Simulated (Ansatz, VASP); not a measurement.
**Two plane-wave programs on Ga4SbAs3**

File POSCAR:

```
Ga4SbAs3
1.0
    4.0964439607      0.0000000000      0.0000000000
    0.0000000000      4.0964439607      0.0000000000
    0.0000000000      0.0000000000     11.5381501036
As Ga Sb
3 4 1
Direct
    0.0000000000      0.0000000000      0.2407500745
    0.5000000000      0.5000000000      0.0000000000
    0.0000000000      0.0000000000      0.7592499255
    0.0000000000      0.5000000000      0.1202596113
    0.5000000000      0.0000000000      0.8797403887
    0.0000000000      0.5000000000      0.6387057181
    0.5000000000      0.0000000000      0.3612942819
    0.5000000000      0.5000000000      0.5000000000
```

The input INCAR.step1:

```
  PREC = Accurate
  ENCUT = 550
  ISMEAR = -1
  SIGMA = 0.02
  LREAL = F
  LASPH = T
  NELM = 120
  NBANDS = 46
  GGA = PE
  ALGO = Normal
  EDIFF = 1E-5
  LWAVE = T
  LCHARG = F
  GGA_COMPAT = F
```

INCAR.step2

```
  PREC = Accurate
  ENCUT = 550
  EDIFF = 1E-6
  ISMEAR = -1
  SIGMA = 0.02
  LREAL = F
  LASPH = T
  NELM = 120
  ALGO = Normal
  ISIF = 2
  LWAVE = F
  LCHARG = T
  METAGGA = R2SCAN
  LMIXTAU = T
  LELF = T
  LVHAR = T
  NBANDS = 46
  ISTART = 1
  GGA_COMPAT = F
```

File KPOINTS:

```
Automatic mesh
0
Gamma
  6 6 2
```

Input for Ansatz:

```yaml
crystal:
  lattice:
    - [4.0964439607, 0.0, 0.0]
    - [0.0, 4.0964439607, 0.0]
    - [0.0, 0.0, 11.5381501036]
  atoms:
    - { symbol: As, position: [0.0, 0.0, 0.2407500745] }
    - { symbol: Ga, position: [0.0, 0.5, 0.1202596113] }
    - { symbol: As, position: [0.5, 0.5, 0.0] }
    - { symbol: Ga, position: [0.5, 0.0, 0.8797403887] }
    - { symbol: As, position: [0.0, 0.0, 0.7592499255] }
    - { symbol: Ga, position: [0.0, 0.5, 0.6387057181] }
    - { symbol: Sb, position: [0.5, 0.5, 0.5] }
    - { symbol: Ga, position: [0.5, 0.0, 0.3612942819] }
kpoints:
  mp_grid: { grid: [6, 6, 2] }
  band_path:
    path:
      - [0.0, 0.0, 0.0]
      - [0.0, 0.5, 0.0]
      - [0.5, 0.5, 0.0]
      - [0.0, 0.0, 0.5]
      - [0.0, 0.5, 0.5]
      - [0.5, 0.5, 0.5]
    npoints: 1
hamiltonian:
  xc: r2scan
scf:
  occupations: { method: fermi_dirac, width: 0.02 }
  n_extra_bands: 6
output:
  forces: true
  stress: true
  eigenvalues: true
```

Alike in both runs: task single point; functional r2SCAN; k mesh 6 × 6 × 2; occupations fermi-dirac, width 0.02 eV; no spin polarisation.

|  | VASP | Ansatz |
| --- | --- | --- |
| version | VASP 6.6.1 | Ansatz 0.2.0 |
| potentials or method | VASP PAW PBE potentials, release 64 (As, Ga_d, Sb) | plane waves, PAW |
| plane-wave cutoff (eV) | 550 | 500 |
| valence electrons in the cell | 72 | 112 |

Ansatz gave:

| Quantity | Value |
| --- | --- |
| pressure (GPa) | 0.0 |

**Question.** Estimate VASP's values.

**Answer.** Pressure (GPa): 0.1.

VASP's potentials were made for PBE, not for r2SCAN. VASP's potentials hold 72 valence electrons a cell and Ansatz's 112, so a difference there can come from the potentials and not from the codes.

Neither program's run includes spin-orbit coupling.
